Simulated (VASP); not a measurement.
Wanted: the native input for a VASP 6.6.1 run.

```
Task                   : single point
Functional             : RPBE
Potentials or basis    : VASP PAW PBE potentials, release 64 (Ru_pv)
Cutoff                 : 520 eV
k mesh                 : 16 × 16 × 16
Occupations            : fermi-dirac, width 0.1 eV
Spin                   : no spin polarisation
Dipole correction      : no
Further INCAR settings : ALGO = Normal; EDIFF = 1e-07; NBANDS = 13
```

The structure of Ru lies in POSCAR:

```
Ru
1.0
   -1.5752229284      1.5752229284      1.5752229284
    1.5752229284     -1.5752229284      1.5752229284
    1.5752229284      1.5752229284     -1.5752229284
Ru
1
Direct
    0.0000000000      0.0000000000      0.0000000000
```

This cell differs from its parent crystal: volume scaled by 1.08.

One way to write it, as run:

INCAR

```
PREC = Accurate ; ENCUT = 520
EDIFF = 1E-7 ; ISMEAR = -1
SIGMA = 0.1 ; LREAL = F
LASPH = T ; NELM = 80
ALGO = Normal ; ISIF = 2
LWAVE = F ; LCHARG = T
GGA = RP ; LELF = T
LVHAR = T ; NBANDS = 13
```

KPOINTS

```
Automatic mesh
0
Gamma
  16 16 16
```

Potentials or basis: VASP PAW PBE potentials, release 64 (Ru_pv).

Command:

```console
$ cat potpaw_PBE.64/Ru_pv/POTCAR > POTCAR
$ mpirun -np 1 vasp_std > vasp.out
```

It gave:

- Pressure: -16.6 GPa
- Band gap on the k mesh: zero (band 7 reaches 12.15 eV, above the bottom of band 8 at 9.29 eV)

Caveat: the PAW data sets were made with another functional, which shifts forces and pressure a little.

Wall time 36 s on 1 thread of Intel(R) Xeon(R) Platinum 8175M CPU @ 2.50GHz (Skylake/Cascade Lake), with other jobs on the host, peak memory 0.14 GiB.
